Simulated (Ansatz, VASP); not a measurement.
# MgS in VASP and in Ansatz

```
CELL_PARAMETERS angstrom
-0.01458 2.83087 2.83087
2.83087 -0.01458 2.83087
2.81630 2.81630 0.00000
ATOMIC_POSITIONS crystal
Mg 0.00095 0.00095 0.99905
S 0.74905 0.74905 0.75095
```

Change from the starting cell: shear_xy strain -1.0%.

Alike in both runs: task single point; functional r2SCAN; k mesh 8 × 8 × 8; no spin polarisation.

|  | VASP | Ansatz |
| --- | --- | --- |
| version | VASP 6.6.1 | Ansatz 0.2.0 |
| potentials or method | VASP PAW PBE potentials, release 64 (Mg, S) | plane waves, PAW |
| plane-wave cutoff (eV) | 520 | 500 |
| occupations | gaussian, width 0.01 eV | fixed |
| valence electrons in the cell | 8 | 16 |

|  | VASP | Ansatz | Ansatz less VASP |
| --- | --- | --- | --- |
| gap on the k mesh at the Fermi level (eV) | 4.10 | 4.11 | +0.013 |
| pressure (GPa) | -0.3 | 0.0 | +0.29 |
| traceless stress, the component that is largest in VASP (GPa) | 0.34 | 0.33 | -0.003 |

VASP's potentials were made for PBE, not for r2SCAN. VASP's potentials hold 8 valence electrons a cell and Ansatz's 16, so a difference there can come from the potentials and not from the codes.
